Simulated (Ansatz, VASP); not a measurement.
# Be2CdS: VASP beside Ansatz

File INCAR:

```
SYSTEM = Be2CdS
ALGO = Normal
EDIFF = 1E-6
EDIFFG = -0.01
ENCUT = 600
GGA = PE
IBRION = 2
ISIF = 3
ISMEAR = 0
LASPH = .True.
LCHARG = .False.
LREAL = .False.
LWAVE = .False.
NELM = 60
NSW = 100
PREC = Accurate
SIGMA = 0.1
```

KPOINTS

```
k-points
0
Gamma
  14 14 8
  0 0 0
```

The input POSCAR:

```
Be2CdS
1.0
    3.2053975035      0.0000000000      0.0000000000
    0.0000000000      3.2053975035      0.0000000000
    0.0000000000      0.0000000000      6.7455510436
Be Cd S
2 1 1
Direct
    0.5000000000      0.0000000000      0.6854054934
    0.0000000000      0.5000000000      0.3145945066
    0.0000000000      0.0000000000      0.0000000000
    0.5000000000      0.5000000000      0.5000000000
```

Input for Ansatz:

```yaml
crystal:
  lattice:
    - [3.2053975035, 0.0, 0.0]
    - [0.0, 3.2053975035, 0.0]
    - [0.0, 0.0, 6.7455510436]
  atoms:
    - { symbol: Be, position: [0.5, 0.0, 0.6854054934] }
    - { symbol: Be, position: [0.0, 0.5, 0.3145945066] }
    - { symbol: Cd, position: [0.0, 0.0, 0.0] }
    - { symbol: S, position: [0.5, 0.5, 0.5] }
basis:
  ecutwfc: 420
kpoints:
  mp_grid: { grid: [14, 14, 8] }
hamiltonian:
  xc: pbe
scf:
  occupations: { method: gaussian, width: 0.1 }
output:
  forces: true
  stress: true
  eigenvalues: true
relax:
  adjacent_minimum: "off"
  f_tol: 0.01
  max_steps: 80
  cell: { stress_tol: 0.05 }
```

Change from the starting cell: species swapped into the Ga2BiAs type (P-4m2, No. 115).

Alike in both runs: task relaxation of cell and atoms; functional PBE; k mesh 14 × 14 × 8; occupations gaussian, width 0.1 eV; no spin polarisation.

```csv
,VASP,Ansatz
version,VASP 6.6.1,Ansatz 0.2.0
potentials or method,"VASP PAW PBE potentials, release 64 (Be, Cd, S), cutoff 600 eV","scalar-relativistic, plane waves, PAW"
valence electrons in the cell,22,30
```

```tsv
	VASP	Ansatz	Ansatz less VASP
gap on the k mesh at the Fermi level, each at its own relaxed structure (eV)	none	none	-
relaxed volume (Å³/atom)	17.39	17.36	-0.022
relaxed cell length with the largest relative difference (Å)	6.722	6.717	-0.0049
```

A gap of «none» marks a metal or a gap that the smearing closes. VASP's potentials hold 22 valence electrons a cell and Ansatz's 30, so a difference there can come from the potentials and not from the codes.
